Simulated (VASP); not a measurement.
Input of a VASP 6.6.1 run:

Contents of INCAR:

```
PREC = Accurate
ENCUT = 520
EDIFF = 1E-7
ISMEAR = 0
SIGMA = 0.1
LREAL = False
LASPH = True
NELM = 60
ALGO = Fast
ISIF = 2
LWAVE = False
LCHARG = False
GGA = PE
NBANDS = 22
```

KPOINTS

```
Automatic mesh
0
Gamma
  16 16 8
```

POSCAR

```
PdPt2
1.0
    2.7206640607      0.0000000000      0.0000000000
    0.0000000000      2.7206640607      0.0000000000
    0.0000000000      0.0000000000      6.6463070804
Pd Pt
1 2
Direct
    0.0000000000      0.0000000000      0.0000000000
    0.5000000000      0.5000000000      0.3070317214
    0.5000000000      0.5000000000      0.6929682786
```

Potentials or basis: VASP PAW PBE potentials, release 64 (Pd, Pt).

The run is started by

```sh
$ cat potpaw_PBE.64/Pd/POTCAR potpaw_PBE.64/Pt/POTCAR > POTCAR
$ mpirun -np 1 vasp_std > vasp.out
```

Problem. Predict the pressure.

Solution. -0.4 GPa.

Problem. Estimate the band gap on the k mesh.

Solution. Zero (bands 15 and 16 overlap by 2.08 eV).

Caveat: spin-orbit coupling is left out, which moves the levels of the heavy elements.
